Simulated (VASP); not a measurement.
CaS, 2 atoms in the cell. It takes space group Fm-3m (No. 225, cubic). Conventional cell: a = 5.544 Å, b = 5.544 Å, c = 5.544 Å, α = 90.00°, β = 90.00°, γ = 90.00°. Within 3.7 Å of Ca (site symmetry m-3m) lie 6 S at 2.77 Å. Within 3.7 Å of S (site symmetry m-3m) lie 6 Ca at 2.77 Å.  This cell differs from its parent crystal: strain -0.025 along x and y, -0.025 along z.

```yaml
Program: VASP 6.6.1
Task: single point
Functional: PBEsol
Potentials_or_basis: VASP PAW PBE potentials, release 64 (Ca_sv, S)
Cutoff: 500 eV
k_mesh: 8 × 8 × 8
Occupations: gaussian, width 0.05 eV
Spin: no spin polarisation
Dipole_correction: no
Further_INCAR_settings: ALGO = Normal; EDIFF = 1e-06; NBANDS = 15
```

Potentials or basis: VASP PAW PBE potentials, release 64 (Ca_sv, S).

Run with:

```sh
$ cat potpaw_PBE.64/Ca_sv/POTCAR potpaw_PBE.64/S/POTCAR > POTCAR
$ mpirun -np 1 vasp_std > vasp.out
```

Hardware: 1 thread of Intel(R) Xeon(R) Platinum 8488C (Sapphire Rapids), with other jobs on the host.

Task: How long does it take, and how much memory?

Result: It took 14 s on 1 thread of Intel(R) Xeon(R) Platinum 8488C (Sapphire Rapids), with other jobs on the host, peak memory 0.17 GiB. Counts: scf iterations 12, k points 29.
